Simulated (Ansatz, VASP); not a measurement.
## One calculation of Li3SF, two programs

```xyz
10
Lattice="5.4165 0.0000 0.0000 -2.7083 4.6908 0.0000 0.0000 0.0000 4.7520" Properties=species:S:1:pos:R:3 pbc="T T T"
Li    2.7083    3.1579    3.5640
Li    1.3276    0.7665    3.5640
Li    4.0889    0.7665    3.5640
Li    0.0000    1.5330    1.1880
Li    1.3807    3.9243    1.1880
Li   -1.3807    3.9243    1.1880
S     0.0000    3.1272    3.5640
S     2.7083    1.5636    1.1880
F     0.0000    0.0000    0.0000
F     0.0000    0.0000    2.3760
```

Alike in both runs: functional PBE; k mesh 6 × 6 × 6; occupations gaussian, width 0.02 eV; no spin polarisation.

Ansatz relaxed the structure, and its values are those at the end. VASP's run is a single point on that final structure, the one shown.

```csv
,VASP,Ansatz
version,VASP 6.6.1,Ansatz 0.2.0
potentials or method,"VASP PAW PBE potentials, release 64 (Li_sv, S, F), cutoff 520 eV","scalar-relativistic, plane waves, PAW"
valence electrons in the cell,44,44
```

VASP gave:

| Property | Result |
| --- | --- |
| gap on the k mesh at the Fermi level (eV) | 3.59 |
| least direct gap on the mesh (eV) | 3.59 |
| rms of the force components (eV/Å) | 0.005 |

Problem. Which values does Ansatz return?

Solution. gap on the k mesh at the Fermi level (eV): 3.57; least direct gap on the mesh (eV): 3.58; rms of the force components (eV/Å): 0.000.

With one functional, cell and mesh, what is left measures potentials, basis and numerics.

Noted on VASP's run: the cutoff is under 1.25 times that of the potentials, so the pressure is a little rough.
